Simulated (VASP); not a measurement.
Runs of VASP 6.6.1 on CoSi. The structure is that of space group Pm-3m (No. 221), or close to it. The cells are those of the table. 

| spin | cell | gap on the mesh (eV) | pressure (GPa) | moment (μB) |
| --- | --- | --- | --- | --- |
| off | a = 2.734 Å, 2 atoms | none | (a) | - |
| collinear, ferromagnetic start | a = 2.685 Å, 2 atoms | none | 28.6 | 0.42 |
| collinear, ferromagnetic start | a = 2.781 Å, 2 atoms | none | 0.7 | (b) |
| collinear, ferromagnetic start | a = 2.734 Å, 2 atoms | none | 12.8 | 0.54 |

Alike in all rows: task single point; level PBE; potentials or basis VASP PAW PBE potentials, release 64 (Co, Si); k mesh 14 × 14 × 14; cutoff (eV) 520; smearing fermi-dirac 0.03 eV.

Fill in the values left out.

(a) 11.4; (b) 0.60.

Caveats: the cell stands under pressure (at least some runs).

A gap of «none» marks levels without a gap at the run's occupations.
